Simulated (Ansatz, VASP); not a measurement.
## CaSe in VASP and in Ansatz

```xyz
2
Lattice="0.0000 3.5640 3.3000 3.5640 0.0000 3.3000 3.5640 3.5640 0.0000" Properties=species:S:1:pos:R:3 pbc="T T T"
Ca    0.0000    0.0000    0.0000
Se    5.3460    5.3460    4.9500
```

Change from the starting cell: strain +0.080 along x and y, +0.000 along z, atoms carried along.

Alike in both runs: task single point; functional PBE; k mesh 6 × 6 × 6; occupations gaussian, width 0.05 eV; no spin polarisation.

|  | VASP | Ansatz |
| --- | --- | --- |
| version | VASP 6.6.1 | Ansatz 0.2.0 |
| potentials or method | VASP PAW PBE potentials, release 64 (Ca_sv, Se), cutoff 520 eV | scalar-relativistic, plane waves, PAW |
| valence electrons in the cell | 16 | 26 |

|  | VASP | Ansatz | Ansatz less VASP |
| --- | --- | --- | --- |
| gap on the k mesh at the Fermi level (eV) | 2.60 | 2.60 | +0.001 |
| least direct gap on the mesh (eV) | 2.66 | 2.66 | 0.000 |
| pressure (GPa) | -3.8 | -3.8 | -0.05 |
| traceless stress, the component that is largest in VASP (GPa) | 0.49 | 0.50 | +0.007 |

VASP's potentials hold 16 valence electrons a cell and Ansatz's 26, so a difference there can come from the potentials and not from the codes.
